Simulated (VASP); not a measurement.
# TlBr (CsCl type) (Pm-3m) in VASP: further runs

Runs on TlBr (CsCl type). Level: PBE. Tasks: single point.

Program: VASP 6.6.1. These are calculated values, not measurements. Logs are shortened: lines on timing, memory, paths and dates and some standing lists are left out, and cuts for length are marked.

**1. The cell of the first run**

It takes space group Pm-3m (No. 221, cubic). The conventional cell has a = 3.761 Å, b = 3.761 Å, c = 3.761 Å, α = 90.00°, β = 90.00°, γ = 90.00°. Tl (site symmetry m-3m) has 8 Br at 3.26 Å and 6 Tl at 3.76 Å within 4.3 Å. Within 4.3 Å of Br (site symmetry m-3m) lie 8 Tl at 3.26 Å and 6 Br at 3.76 Å.

**2. Single point, PBE (volume scaled by 0.8)**

INCAR

```
SYSTEM = TlBr
PREC     = Accurate       ! precision mode
ENCUT    = 500            ! plane-wave cutoff, eV
EDIFF    = 1E-6           ! SCF threshold, eV
ISMEAR   = -1             ! smearing method
SIGMA    = 0.08           ! smearing width, eV
LREAL    = .False.        ! projectors in reciprocal space
LASPH    = .True.         ! aspherical terms in the spheres
NELM     = 120            ! most SCF steps
ALGO     = Normal         ! electronic algorithm
ISIF     = 2              ! what is computed and relaxed
LWAVE    = .False.        ! write WAVECAR
LCHARG   = .False.        ! write CHGCAR
GGA      = PE             ! functional
NBANDS   = 17             ! bands
GGA_COMPAT= .False.
```

KPOINTS

```
Automatic mesh
0
Gamma
  12 12 12
  0 0 0
```

POSCAR

```
TlBr
1.0
    3.7613882248      0.0000000000      0.0000000000
    0.0000000000      3.7613882248      0.0000000000
    0.0000000000      0.0000000000      3.7613882248
Tl Br
1 1
Direct
    0.0000000000      0.0000000000      0.0000000000
    0.5000000000      0.5000000000      0.5000000000
```

Potentials or basis: VASP PAW PBE potentials, release 64 (Tl_d, Br).

The run is started by

```
cat potpaw_PBE.64/Tl_d/POTCAR potpaw_PBE.64/Br/POTCAR > POTCAR
mpirun -np 1 vasp_std > vasp.out
```

OUTCAR:

```text
SYSTEM = TlBr
   PREC = Accurate
   ENCUT = 500
   EDIFF = 1E-6
   ISMEAR = -1
   LREAL = .False.
   LASPH = .True.
   NELM = 120
   ISIF = 2
   GGA = PE

 ion  position               nearest neighbor table
   1  0.000  0.000  0.000-   2 3.26   2 3.26   2 3.26   2 3.26   2 3.26   2 3.26   2 3.26   2 3.26

   2  0.500  0.500  0.500-   1 3.26   1 3.26   1 3.26   1 3.26   1 3.26   1 3.26   1 3.26   1 3.26

  LATTYP: Found a simple cubic cell.
 ALAT       =     3.7613882248

  Lattice vectors:

 A1 = (   3.7613882248,   0.0000000000,   0.0000000000)
 A2 = (   0.0000000000,   3.7613882248,   0.0000000000)
 A3 = (   0.0000000000,   0.0000000000,   3.7613882248)

Analysis of symmetry for initial positions (statically):
=====================================================================
 Subroutine PRICEL returns:
 Original cell was already a primitive cell.

 Routine SETGRP: Setting up the symmetry group for a
 simple cubic supercell.

 Subroutine GETGRP returns: Found 48 space group operations
 (whereof 48 operations were pure point group operations)
 out of a pool of 48 trial point group operations.

The static configuration has the point symmetry O_h .

Analysis of symmetry for dynamics (positions and initial velocities):
=====================================================================
 Subroutine PRICEL returns:
 Original cell was already a primitive cell.

 Routine SETGRP: Setting up the symmetry group for a
 simple cubic supercell.

 Subroutine GETGRP returns: Found 48 space group operations
 (whereof 48 operations were pure point group operations)
 out of a pool of 48 trial point group operations.

The dynamic configuration has the point symmetry O_h .

 Subroutine INISYM returns: Found 48 space group operations
 (whereof 48 operations are pure point group operations),
 and found     1 'primitive' translations

----------------------------------------------------------------------------------------

                                     Primitive cell

  volume of cell :      53.2163

  direct lattice vectors                    reciprocal lattice vectors
     3.761388225  0.000000000  0.000000000     0.265859289  0.000000000  0.000000000
     0.000000000  3.761388225  0.000000000     0.000000000  0.265859289  0.000000000
     0.000000000  0.000000000  3.761388225     0.000000000  0.000000000  0.265859289

[... 74 lines left out ...]
   PREC   = accura    normal or accurate (medium, high low for compatibility)
   ISTART =      0    job   : 0-new  1-cont  2-samecut
   ICHARG =      2    charge: 1-file 2-atom 10-const
   ISPIN  =      1    spin polarized calculation?
   LNONCOLLINEAR =      F non collinear calculations
   LSORBIT =      F    spin-orbit coupling
   LASPH  =      T    aspherical Exc in radial PAW
   ENCUT  =  500.0 eV  36.75 Ry    6.06 a.u.   6.86  6.86  6.86*2*pi/ulx,y,z
   NELM   =    120;   NELMIN=  2; NELMDL= -5     # of ELM steps
   EDIFF  = 0.1E-05   stopping-criterion for ELM
   LREAL  =      F    real-space projection
   EDIFFG = 0.1E-04   stopping-criterion for IOM
   NSW    =      0    number of steps for IOM
   IBRION =     -1    ionic relax: 0-MD 1-quasi-New 2-CG
   NFREE  =      0    steps in history (QN), initial steepest desc. (CG)
   ISIF   =      2    stress and relaxation
   ISYM   =      2    0-nonsym 1-usesym 2-fastsym
   POTIM  = 0.5000    time-step for ionic-motion
   TEBEG  =    0.0;   TEEND  =   0.0 temperature during run
   PSTRESS=    0.0 pullay stress
   NELECT =      20.0000    total number of electrons
   NUPDOWN=      -1.0000    fix difference up-down
   EMIN   =  10.00;   EMAX   =-10.00  energy-range for DOS
   EFERMI =   0.00;   METHOD = LEGACY
   ISMEAR =    -1;   SIGMA  =   0.08  broadening in eV -4-tet -1-fermi 0-gaus
   EFERMI_NEDOS =   21; number of points for ismear=-14 and -15
   IALGO  =     38    algorithm
   IMIX   =      4    mixing-type and parameters
     AMIX     =   0.40;   BMIX     =  1.00
     AMIX_MAG =   1.60;   BMIX_MAG =  1.00
  volume/ion in A,a.u.               =      26.61       179.56
  Fermi-wavevector in a.u.,A,eV,Ry     =   1.181417  2.232555 18.990289  1.395747
  Thomas-Fermi vector in A             =   2.317691
   LORBIT       =      0    0 simple, 1 ext, 2 COOP (PROOUT), +10 PAW based schemes
   GGA     = PE    functional components
   LHFCALC =     F    Hartree Fock is set to
   AEXX    =    0.0000 exact exchange contribution
   IVDW    =     0    specifies the selected vdW correction
   LEPSILON=     F    determine dielectric tensor
   LRPA    =     F    only Hartree local field effects (RPA)
 non-spin polarized calculation
  energy-cutoff  :      500.00
  volume of cell :       53.22
 maximum number of plane-waves:      1376
 NGX is ok and might be reduce to    28
   NGX = 13   NGY = 13   NGZ = 13

 number of electron      20.0000004 magnetization

 Free energy of the ion-electron system (eV)
  ---------------------------------------------------
  ext. energy  EPLUGINS =         0.00000000
  ---------------------------------------------------
  free energy    TOTEN  =        -5.28547641 eV

  energy without entropy =       -5.28547295  energy(sigma->0) =       -5.28547468

 E-fermi :   5.0869     XC(G=0):  -9.7972

 val. band max:        4.4568655040   @ k =   0.5000   0.0000   0.0000
 cond. band min:       5.7434223592   @ k =   0.5000   0.5000   0.5000
 fundamental gap:      1.2865568552
 Fermi energy:         5.0869091149

 k-point     1 :       0.0000    0.0000    0.0000
  band No.  band energies     occupation
      1     -10.4877      2.00000
      2      -6.1713      2.00000
      3      -6.1713      2.00000
      4      -5.8828      2.00000
      5      -5.8828      2.00000
      6      -5.8828      2.00000
[... 457 lines left out ...]
      4      -5.9396      2.00000
      5      -5.9089      2.00000
      6      -5.8570      2.00000
[... 9 lines left out ...]
     16      15.9133      0.00000
     17      16.6149      0.00000

 [... further k-points ...]
[... 5 lines left out ...]
  --------------------------------------------------------------------------------------
  -------------------------------------------------------------------------------------
  Total        2.5877463      2.5877463      2.5877463      0.0000000      0.0000000      0.0000000
  in kB       77.9090287     77.9090287     77.9090287      0.0000000      0.0000000      0.0000000
  external PRESSURE =      77.9090287 kB  Pullay stress =       0.0000000 kB

 VOLUME and BASIS-vectors are now :
 -----------------------------------------------------------------------------
  energy-cutoff  :      500.00
  volume of cell :       53.22
      direct lattice vectors                 reciprocal lattice vectors
     3.761388225  0.000000000  0.000000000     0.265859289  0.000000000  0.000000000
     0.000000000  3.761388225  0.000000000     0.000000000  0.265859289  0.000000000
     0.000000000  0.000000000  3.761388225     0.000000000  0.000000000  0.265859289

 POSITION                                       TOTAL-FORCE (eV/Angst)
 -----------------------------------------------------------------------------------
      0.00000      0.00000      0.00000         0.000000      0.000000      0.000000
      1.88069      1.88069      1.88069         0.000000      0.000000      0.000000
 -----------------------------------------------------------------------------------
    total drift:                               -0.000000      0.000000      0.000000

  FREE ENERGIE OF THE ION-ELECTRON SYSTEM (eV)
  ---------------------------------------------------
  free  energy   TOTEN  =        -5.2854764094 eV

  energy  without entropy=       -5.2854729543  energy(sigma->0) =       -5.28547468
```

OSZICAR:

```text
N       E                     dE             d eps       ncg     rms          rms(c)
DAV:   1     0.957463634251E+02    0.95746E+02   -0.98154E+03  2976   0.102E+03
DAV:   2    -0.227199091527E+01   -0.98018E+02   -0.94842E+02  3600   0.225E+02
DAV:   3    -0.544531258348E+01   -0.31733E+01   -0.31655E+01  3254   0.360E+01
DAV:   4    -0.546314918366E+01   -0.17837E-01   -0.17835E-01  3770   0.315E+00
DAV:   5    -0.546332428548E+01   -0.17510E-03   -0.17510E-03  3332   0.293E-01    0.424E+00
DAV:   6    -0.530005192852E+01    0.16327E+00   -0.24937E-01  3084   0.278E+00    0.253E+00
DAV:   7    -0.528510807681E+01    0.14944E-01   -0.89164E-02  3313   0.146E+00    0.107E+00
DAV:   8    -0.528553884105E+01   -0.43076E-03   -0.10812E-02  3262   0.714E-01    0.144E-01
DAV:   9    -0.528541922741E+01    0.11961E-03   -0.54902E-04  3281   0.167E-01    0.425E-02
DAV:  10    -0.528547381084E+01   -0.54583E-04   -0.12700E-04  3267   0.647E-02    0.152E-02
DAV:  11    -0.528547683813E+01   -0.30273E-05   -0.28681E-05  3401   0.392E-02    0.889E-03
DAV:  12    -0.528547640937E+01    0.42877E-06   -0.41371E-06  3133   0.116E-02
   1 F= -.52854764E+01 E0= -.52854747E+01  d E =-.345511E-05
```

stdout:

```text
POSCAR found type information on POSCAR TlBr
 POSCAR found :  2 types and       2 ions
 scaLAPACK will be used
 LDA part: xc-table for (Slater+PW92), standard interpolation
 POSCAR, INCAR and KPOINTS ok, starting setup
 FFT: planning ... GRIDC
 FFT: planning ... GRID_SOFT
 FFT: planning ... GRID
 WAVECAR not read
 entering main loop
```

It took 18 s on 1 thread of Intel Xeon 6975P-C (Granite Rapids), shared host; peak memory 0.21 GiB.

Results:

```yaml
Free_energy: -5.2855 eV
Pressure: 7.8 GPa
Band_gap_on_the_k_mesh: 1.29 eV, indirect (least direct gap 1.34 eV)
```

Levels at points of the mesh, in eV from the valence-band top:
| k point | band 6 | band 7 | band 8 | band 9 | band 10 | band 11 | band 12 | band 13 | band 14 | band 15 |
| --- | --- | --- | --- | --- | --- | --- | --- | --- | --- | --- |
| (0.00, 0.00, 0.00) | -10.34 | -5.15 | -2.18 | -2.18 | -2.18 | 6.41 | 6.41 | 7.78 | 7.78 | 7.78 |
| (0.50, 0.00, 0.00) | -10.33 | -6.78 | -1.45 | -1.45 | 0.00 | 1.34 | 5.57 | 5.57 | 7.21 | 10.52 |
| (0.50, 0.50, 0.00) | -10.24 | -4.29 | -4.29 | -4.24 | -1.39 | 4.96 | 4.96 | 7.49 | 7.84 | 10.39 |
| (0.50, 0.50, 0.50) | -10.24 | -2.87 | -2.87 | -2.87 | -2.80 | 1.29 | 1.29 | 1.29 | 13.83 | 13.83 |

Caveat: spin-orbit coupling is left out, which moves the levels of the heavy elements.

**3. Single point, PBE (volume scaled by 0.8)**

INCAR

```
PREC = Accurate
ENCUT = 500
EDIFF = 1E-6
ISMEAR = -1
SIGMA = 0.08
LREAL = F
LASPH = T
NELM = 120
ALGO = Normal
ISIF = 2
LWAVE = F
LCHARG = F
GGA = PE
NBANDS = 17
GGA_COMPAT = F
```

KPOINTS

```
Automatic mesh
0
Gamma
  12 12 12
```

POSCAR is that of step 2.

Potentials or basis: VASP PAW PBE potentials, release 64 (Tl_d, Br).

The run is started by

```
cat potpaw_PBE.64/Tl_d/POTCAR potpaw_PBE.64/Br/POTCAR > POTCAR
mpirun -np 1 vasp_std > vasp.out
```

OUTCAR:

```text
PREC = Accurate
   ENCUT = 500
   EDIFF = 1E-6
   ISMEAR = -1
   LREAL = F
   LASPH = T
   NELM = 120
   ISIF = 2
   GGA = PE

 ion  position               nearest neighbor table
   1  0.000  0.000  0.000-   2 3.26   2 3.26   2 3.26   2 3.26   2 3.26   2 3.26   2 3.26   2 3.26

   2  0.500  0.500  0.500-   1 3.26   1 3.26   1 3.26   1 3.26   1 3.26   1 3.26   1 3.26   1 3.26

  LATTYP: Found a simple cubic cell.
 ALAT       =     3.7613882248

  Lattice vectors:

 A1 = (   3.7613882248,   0.0000000000,   0.0000000000)
[... 191 lines left out ...]
      6      -5.8828      2.00000
[... 457 lines left out ...]
      4      -5.9396      2.00000
      5      -5.9089      2.00000
      6      -5.8570      2.00000
[... 9 lines left out ...]
     16      15.9133      0.00000
     17      16.6149      0.00000

 [... further k-points ...]
[... 5 lines left out ...]
  --------------------------------------------------------------------------------------
  -------------------------------------------------------------------------------------
  Total        2.5877463      2.5877463      2.5877463      0.0000000      0.0000000      0.0000000
  in kB       77.9090287     77.9090287     77.9090287      0.0000000      0.0000000      0.0000000
  external PRESSURE =      77.9090287 kB  Pullay stress =       0.0000000 kB

 VOLUME and BASIS-vectors are now :
 -----------------------------------------------------------------------------
  energy-cutoff  :      500.00
  volume of cell :       53.22
      direct lattice vectors                 reciprocal lattice vectors
     3.761388225  0.000000000  0.000000000     0.265859289  0.000000000  0.000000000
     0.000000000  3.761388225  0.000000000     0.000000000  0.265859289  0.000000000
     0.000000000  0.000000000  3.761388225     0.000000000  0.000000000  0.265859289

 POSITION                                       TOTAL-FORCE (eV/Angst)
 -----------------------------------------------------------------------------------
      0.00000      0.00000      0.00000         0.000000      0.000000      0.000000
      1.88069      1.88069      1.88069         0.000000      0.000000      0.000000
 -----------------------------------------------------------------------------------
    total drift:                               -0.000000      0.000000      0.000000

  FREE ENERGIE OF THE ION-ELECTRON SYSTEM (eV)
  ---------------------------------------------------
  free  energy   TOTEN  =        -5.2854764094 eV

  energy  without entropy=       -5.2854729543  energy(sigma->0) =       -5.28547468
```

OSZICAR:

```text
N       E                     dE             d eps       ncg     rms          rms(c)
DAV:   1     0.957463634251E+02    0.95746E+02   -0.98154E+03  2976   0.102E+03
DAV:   2    -0.227199091527E+01   -0.98018E+02   -0.94842E+02  3600   0.225E+02
DAV:   3    -0.544531258348E+01   -0.31733E+01   -0.31655E+01  3254   0.360E+01
DAV:   4    -0.546314918366E+01   -0.17837E-01   -0.17835E-01  3770   0.315E+00
DAV:   5    -0.546332428548E+01   -0.17510E-03   -0.17510E-03  3332   0.293E-01    0.424E+00
DAV:   6    -0.530005192852E+01    0.16327E+00   -0.24937E-01  3084   0.278E+00    0.253E+00
DAV:   7    -0.528510807681E+01    0.14944E-01   -0.89164E-02  3313   0.146E+00    0.107E+00
DAV:   8    -0.528553884105E+01   -0.43076E-03   -0.10812E-02  3262   0.714E-01    0.144E-01
DAV:   9    -0.528541922741E+01    0.11961E-03   -0.54902E-04  3281   0.167E-01    0.425E-02
DAV:  10    -0.528547381084E+01   -0.54583E-04   -0.12700E-04  3267   0.647E-02    0.152E-02
DAV:  11    -0.528547683813E+01   -0.30273E-05   -0.28681E-05  3401   0.392E-02    0.889E-03
DAV:  12    -0.528547640937E+01    0.42877E-06   -0.41371E-06  3133   0.116E-02
   1 F= -.52854764E+01 E0= -.52854747E+01  d E =-.345511E-05
```

stdout:

```text
POSCAR found type information on POSCAR TlBr
 POSCAR found :  2 types and       2 ions
 scaLAPACK will be used
 LDA part: xc-table for (Slater+PW92), standard interpolation
 POSCAR, INCAR and KPOINTS ok, starting setup
 FFT: planning ... GRIDC
 FFT: planning ... GRID_SOFT
 FFT: planning ... GRID
 WAVECAR not read
 entering main loop
```

Wall time 19 s (1 thread of Intel Xeon 6975P-C (Granite Rapids), shared host); peak memory 0.2 GiB.

What came out:

- Free energy: -5.2855 eV
- Pressure: 7.8 GPa
- Band gap on the k mesh: 1.29 eV, indirect (least direct gap 1.34 eV)

Levels at points of the mesh, in eV from the valence-band top:
| k point | band 6 | band 7 | band 8 | band 9 | band 10 | band 11 | band 12 | band 13 | band 14 | band 15 |
| --- | --- | --- | --- | --- | --- | --- | --- | --- | --- | --- |
| (0.00, 0.00, 0.00) | -10.34 | -5.15 | -2.18 | -2.18 | -2.18 | 6.41 | 6.41 | 7.78 | 7.78 | 7.78 |
| (0.50, 0.00, 0.00) | -10.33 | -6.78 | -1.45 | -1.45 | 0.00 | 1.34 | 5.57 | 5.57 | 7.21 | 10.52 |
| (0.50, 0.50, 0.00) | -10.24 | -4.29 | -4.29 | -4.24 | -1.39 | 4.96 | 4.96 | 7.49 | 7.84 | 10.39 |
| (0.50, 0.50, 0.50) | -10.24 | -2.87 | -2.87 | -2.87 | -2.80 | 1.29 | 1.29 | 1.29 | 13.83 | 13.83 |

Caveat: spin-orbit coupling is left out, which moves the levels of the heavy elements. A k mesh can miss the band edges.

**4. Single point, PBE (volume scaled by 0.9)**

INCAR

```
SYSTEM = TlBr
  ALGO = Normal
  EDIFF = 1E-6
  ENCUT = 500
  GGA = PE
  GGA_COMPAT = .FALSE.
  ISIF = 2
  ISMEAR = -1
  LASPH = .TRUE.
  LCHARG = .FALSE.
  LREAL = .FALSE.
  LWAVE = .FALSE.
  NBANDS = 17
  NELM = 120
  PREC = Accurate
  SIGMA = 0.08
```

KPOINTS

```
k-points
0
G
  12 12 12
  0 0 0
```

POSCAR

```
TlBr
1.0
    3.9120013993      0.0000000000      0.0000000000
    0.0000000000      3.9120013993      0.0000000000
    0.0000000000      0.0000000000      3.9120013993
Tl Br
1 1
Direct
    0.0000000000      0.0000000000      0.0000000000
    0.5000000000      0.5000000000      0.5000000000
```

The run is started by

```
cat potpaw_PBE.64/Tl_d/POTCAR potpaw_PBE.64/Br/POTCAR > POTCAR
mpirun -np 1 vasp_std > vasp.out
```

It took 24 s on 1 thread of Intel Xeon 6975P-C (Granite Rapids), shared host; peak memory 0.22 GiB.

It converged, with:

```yaml
Free_energy: -5.4940 eV
Pressure: 2.7 GPa
Band_gap_on_the_k_mesh: 1.72 eV, direct
```

Levels at points of the mesh, in eV from the valence-band top:
```tsv
k point	band 7	band 8	band 9	band 10	band 11	band 12	band 13	band 14
(0.00, 0.00, 0.00)	-4.79	-1.55	-1.55	-1.55	6.86	6.86	7.40	7.40
(0.50, 0.00, 0.00)	-5.87	-0.99	-0.99	0.00	1.72	5.74	5.74	7.80
(0.50, 0.50, 0.00)	-3.87	-3.31	-3.31	-0.91	4.91	4.91	7.54	7.65
(0.50, 0.50, 0.50)	-2.75	-2.19	-2.19	-2.19	1.92	1.92	1.92	13.12
```

Caveat: spin-orbit coupling is left out, which moves the levels of the heavy elements. A k mesh can miss the band edges.
